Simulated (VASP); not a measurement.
# CdHg2Te3 (C2) in VASP: single point with PBE

Aim: the single point of CdHg2Te3 with PBE.

Everything below comes from runs of VASP 6.6.1. Logs are shortened: lines on timing, memory, paths and dates and some standing lists are left out, and cuts for length are marked.

**1. The cell of the first run**

It takes space group C2 (No. 5, monoclinic). Conventional cell: a = 7.911 Å, b = 4.913 Å, c = 10.533 Å, α = 90.00°, β = 94.53°, γ = 90.00°. Cd (site symmetry 2) has 4 Te at 2.85 to 2.96 Å within 3.8 Å. Hg (site symmetry 1) has 6 Te at 2.72 to 3.79 Å within 3.8 Å. Within 3.8 Å of Te (site symmetry 1) lie 3 Hg at 2.72 to 3.79 Å and 2 Cd at 2.85 to 2.96 Å. Within 3.6 Å of Te (site symmetry 2) lie 4 Hg at 2.72 to 3.43 Å.

**2. Single point, PBE**

The input, INCAR:

```
PREC = Accurate
ENCUT = 520
EDIFF = 1E-6
ISMEAR = 0
SIGMA = 0.02
LREAL = False
LASPH = True
NELM = 60
ALGO = Normal
ISIF = 2
LWAVE = False
LCHARG = False
GGA = PE
NBANDS = 36
```

The input, KPOINTS:

```
Automatic mesh
0
Gamma
  8 8 4
```

The input, POSCAR:

```
CdHg2Te3
1.0
    3.9556660058     -2.4563738431      0.0013677047
    3.9556660058      2.4563738431      0.0013677047
   -0.8354257182      0.0000000000     10.5001963771
Cd Hg Te
1 2 3
Direct
    0.3799432261      0.6200567739      0.5000000000
    0.6877575328      0.0014715053      0.8328234277
    0.9985284947      0.3122424672      0.1671765723
    0.4866747739      0.0346760580      0.3424027739
    0.4817720304      0.5182279696      0.0000000000
    0.9653239420      0.5133252261      0.6575972261
```

Potentials or basis: VASP PAW PBE potentials, release 64 (Cd, Hg, Te).

On the command line:

```console
$ cat potpaw_PBE.64/Cd/POTCAR potpaw_PBE.64/Hg/POTCAR potpaw_PBE.64/Te/POTCAR > POTCAR
$ mpirun -np 1 vasp_std > vasp.out
```

OUTCAR:

```text
PREC = Accurate
   ENCUT = 520
   EDIFF = 1E-6
   ISMEAR = 0
   LREAL = False
   LASPH = True
   NELM = 60
   ISIF = 2
   GGA = PE

 ion  position               nearest neighbor table
   1  0.380  0.620  0.500-   4 2.85   6 2.85   6 2.96   4 2.96
   2  0.688  0.001  0.833-   6 2.72   5 2.72   5 3.43   6 3.61   5 3.76
   3  0.999  0.312  0.167-   4 2.72   5 2.72   5 3.43   4 3.61   5 3.76
   4  0.487  0.035  0.342-   3 2.72   1 2.85   1 2.96   3 3.61
   5  0.482  0.518  0.000-   3 2.72   2 2.72   3 3.43   2 3.43   3 3.76   2 3.76
   6  0.965  0.513  0.658-   2 2.72   1 2.85   1 2.96   2 3.61

  LATTYP: Found a base centered monoclinic cell.
 ALAT       =     7.9113324845
 B/A-ratio  =     0.6209760108
 C/A-ratio  =     1.3314291114
 COS(beta)  =    -0.0789675551

  Lattice vectors:

 A1 = (   3.9556660058,  -2.4563738431,   0.0013677047)
 A2 = (   3.9556660058,   2.4563738431,   0.0013677047)
 A3 = (  -0.8354257182,   0.0000000000,  10.5001963771)

Analysis of symmetry for initial positions (statically):
=====================================================================
 Subroutine PRICEL returns:
 Original cell was already a primitive cell.

 Routine SETGRP: Setting up the symmetry group for a
 base centered monoclinic supercell.

 Subroutine GETGRP returns: Found  2 space group operations
 (whereof  2 operations were pure point group operations)
 out of a pool of  4 trial point group operations.

The static configuration has the point symmetry C_2 .

Analysis of symmetry for dynamics (positions and initial velocities):
=====================================================================
 Subroutine PRICEL returns:
 Original cell was already a primitive cell.

 Routine SETGRP: Setting up the symmetry group for a
 base centered monoclinic supercell.

 Subroutine GETGRP returns: Found  2 space group operations
 (whereof  2 operations were pure point group operations)
 out of a pool of  4 trial point group operations.

The dynamic configuration has the point symmetry C_2 .

 Subroutine INISYM returns: Found  2 space group operations
 (whereof  2 operations are pure point group operations),
 and found     1 'primitive' translations

[... 100 lines left out ...]
   ENCUT  =  520.0 eV  38.22 Ry    6.18 a.u.   8.66  8.66 19.59*2*pi/ulx,y,z
   NELM   =     60;   NELMIN=  2; NELMDL= -5     # of ELM steps
   EDIFF  = 0.1E-05   stopping-criterion for ELM
   LREAL  =      F    real-space projection
   EDIFFG = 0.1E-04   stopping-criterion for IOM
   NSW    =      0    number of steps for IOM
   IBRION =     -1    ionic relax: 0-MD 1-quasi-New 2-CG
   NFREE  =      0    steps in history (QN), initial steepest desc. (CG)
   ISIF   =      2    stress and relaxation
   ISYM   =      2    0-nonsym 1-usesym 2-fastsym
   POTIM  = 0.5000    time-step for ionic-motion
   TEBEG  =    0.0;   TEEND  =   0.0 temperature during run
   PSTRESS=    0.0 pullay stress
   NELECT =      54.0000    total number of electrons
   NUPDOWN=      -1.0000    fix difference up-down
   EMIN   =  10.00;   EMAX   =-10.00  energy-range for DOS
   EFERMI =   0.00;   METHOD = LEGACY
   ISMEAR =     0;   SIGMA  =   0.02  broadening in eV -4-tet -1-fermi 0-gaus
   EFERMI_NEDOS =   21; number of points for ismear=-14 and -15
   IALGO  =     38    algorithm
   IMIX   =      4    mixing-type and parameters
     AMIX     =   0.40;   BMIX     =  1.00
     AMIX_MAG =   1.60;   BMIX_MAG =  1.00
  volume/ion in A,a.u.               =      34.01       229.51
  Fermi-wavevector in a.u.,A,eV,Ry     =   1.051046  1.986188 15.030316  1.104697
  Thomas-Fermi vector in A             =   2.186073
   LORBIT       =      0    0 simple, 1 ext, 2 COOP (PROOUT), +10 PAW based schemes
   GGA     = PE    functional components
   LHFCALC =     F    Hartree Fock is set to
   AEXX    =    0.0000 exact exchange contribution
   IVDW    =     0    specifies the selected vdW correction
   LEPSILON=     F    determine dielectric tensor
   LRPA    =     F    only Hartree local field effects (RPA)
 non-spin polarized calculation
 Gauss-broadening in eV      SIGMA  =   0.02
  energy-cutoff  :      520.00
  volume of cell :      204.06
 maximum number of plane-waves:      5531
   NGX = 17   NGY = 17   NGZ = 39

 number of electron      54.0000002 magnetization

 Free energy of the ion-electron system (eV)
  ---------------------------------------------------
  ext. energy  EPLUGINS =         0.00000000
  ---------------------------------------------------
  free energy    TOTEN  =       -11.67313552 eV

  energy without entropy =      -11.67313552  energy(sigma->0) =      -11.67313552

 E-fermi :   2.7989     XC(G=0):  -8.8493

 val. band max:        2.6954143023   @ k =  -0.0000  -0.0000   0.5000
 cond. band min:       3.4538913771   @ k =   0.0000   0.0000   0.0000
 fundamental gap:      0.7584770748
 Fermi energy:         2.7989120085

 k-point     1 :       0.0000    0.0000    0.0000
  band No.  band energies     occupation
      1      -8.8048      2.00000
      2      -8.0602      2.00000
      3      -8.0412      2.00000
      4      -5.6367      2.00000
      5      -5.4897      2.00000
      6      -5.4884      2.00000
[... 925 lines left out ...]
     35       7.8429      0.00000
     36       8.2823      0.00000

 [... further k-points ...]

------------------------ aborting loop because EDIFF is reached ----------------------------------------

  FORCE on cell =-STRESS in cart. coord.  units (eV):
  Direction    XX          YY          ZZ          XY          YZ          ZX
  --------------------------------------------------------------------------------------
  -------------------------------------------------------------------------------------
  Total        0.0973654      0.1700043      0.1686219      0.0000000      0.0000000      0.0560429
  in kB        0.7644722      1.3348030      1.3239486      0.0000000      0.0000000      0.4400252
  external PRESSURE =       1.1410746 kB  Pullay stress =       0.0000000 kB

 VOLUME and BASIS-vectors are now :
 -----------------------------------------------------------------------------
  energy-cutoff  :      520.00
  volume of cell :      204.06
      direct lattice vectors                 reciprocal lattice vectors
     3.955666006 -2.456373843  0.001367705     0.126397488 -0.203552078  0.010056546
     3.955666006  2.456373843  0.001367705     0.126397488  0.203552078  0.010056546
    -0.835425718  0.000000000 10.500196377    -0.000032928  0.000000000  0.095233694

 POSITION                                       TOTAL-FORCE (eV/Angst)
 -----------------------------------------------------------------------------------
      3.53795      0.58981      5.25147        -0.000000     -0.004384     -0.000000
      2.03060     -1.68578      8.74575        -0.009575      0.002703      0.003235
      5.04531     -1.68578      1.75718         0.009575      0.002703     -0.003235
      1.77624     -1.11028      3.59601         0.010778     -0.021061      0.007823
      3.95567      0.08955      0.00137         0.000000      0.041100     -0.000000
      5.29967     -1.11028      6.90692        -0.010778     -0.021061     -0.007823
 -----------------------------------------------------------------------------------
    total drift:                                0.000000      0.000306     -0.000000

  FREE ENERGIE OF THE ION-ELECTRON SYSTEM (eV)
  ---------------------------------------------------
  free  energy   TOTEN  =       -11.6731355151 eV

  energy  without entropy=      -11.6731355151  energy(sigma->0) =      -11.67313552
```

OSZICAR:

```text
N       E                     dE             d eps       ncg     rms          rms(c)
DAV:   1     0.349305716784E+03    0.34931E+03   -0.23731E+04  5616   0.131E+03
DAV:   2     0.809421299671E+01   -0.34121E+03   -0.32985E+03  6076   0.303E+02
DAV:   3    -0.121597649145E+02   -0.20254E+02   -0.20099E+02  6608   0.723E+01
DAV:   4    -0.124520005658E+02   -0.29224E+00   -0.29188E+00  6812   0.758E+00
DAV:   5    -0.124550950585E+02   -0.30945E-02   -0.30944E-02  6232   0.876E-01    0.103E+01
DAV:   6    -0.117047941098E+02    0.75030E+00   -0.17487E+00  5936   0.105E+01    0.836E+00
DAV:   7    -0.116768695870E+02    0.27925E-01   -0.58820E-01  6160   0.310E+00    0.311E+00
DAV:   8    -0.116731331992E+02    0.37364E-02   -0.57775E-02  5984   0.185E+00    0.924E-01
DAV:   9    -0.116733925677E+02   -0.25937E-03   -0.82288E-03  6212   0.705E-01    0.247E-01
DAV:  10    -0.116730942404E+02    0.29833E-03   -0.11157E-03  5944   0.279E-01    0.112E-01
DAV:  11    -0.116731535940E+02   -0.59354E-04   -0.61621E-04  6036   0.148E-01    0.781E-02
DAV:  12    -0.116731329765E+02    0.20618E-04   -0.99170E-05  5968   0.684E-02    0.390E-02
DAV:  13    -0.116731331851E+02   -0.20856E-06   -0.13296E-05  6168   0.132E-02    0.178E-02
DAV:  14    -0.116731351683E+02   -0.19833E-05   -0.48980E-06  5220   0.131E-02    0.956E-03
DAV:  15    -0.116731355151E+02   -0.34674E-06   -0.35258E-07  3176   0.269E-03
   1 F= -.11673136E+02 E0= -.11673136E+02  d E =-.103289E-15
```

stdout:

```text
POSCAR found type information on POSCAR CdHgTe
 POSCAR found :  3 types and       6 ions
 scaLAPACK will be used
 LDA part: xc-table for (Slater+PW92), standard interpolation
 POSCAR, INCAR and KPOINTS ok, starting setup
 FFT: planning ... GRIDC
 FFT: planning ... GRID_SOFT
 FFT: planning ... GRID
 WAVECAR not read
 entering main loop
```

It took 16 min on 1 thread of Intel Xeon 8259CL, shared host; peak memory 0.69 GiB.

Results:

- Free energy: -11.6731 eV
- Pressure: 0.1 GPa
- Largest force: 0.041 eV/Å
- Band gap on the k mesh: 0.76 eV (least direct gap 0.83 eV)

Forces on the atoms (eV/Å):
```
Cd   0.000 -0.004  0.000
Hg  -0.010  0.003  0.003
Hg   0.010  0.003 -0.003
Te   0.011 -0.021  0.008
Te   0.000  0.041  0.000
Te  -0.011 -0.021 -0.008
```

Levels at points of the mesh, in eV from the valence-band top:
```csv
k point,band 25,band 26,band 27,band 28,band 29,band 30
"(0.00, 0.00, 0.00)",-0.49,-0.25,-0.08,0.76,2.25,2.26
"(0.50, 0.00, 0.00)",-1.31,-0.84,-0.61,0.91,1.79,2.19
"(0.50, 0.50, 0.00)",-1.28,-1.23,-1.14,1.24,1.76,1.80
"(0.00, 0.00, 0.50)",-0.51,-0.37,0.00,1.64,1.65,2.24
"(0.50, 0.00, 0.50)",-1.34,-0.85,-0.61,1.18,1.76,2.70
"(0.50, 0.50, 0.50)",-1.93,-1.21,-0.83,1.22,1.76,2.13
```

Caveat: spin-orbit coupling is left out, which moves the levels of the heavy elements. A k mesh can miss the band edges.
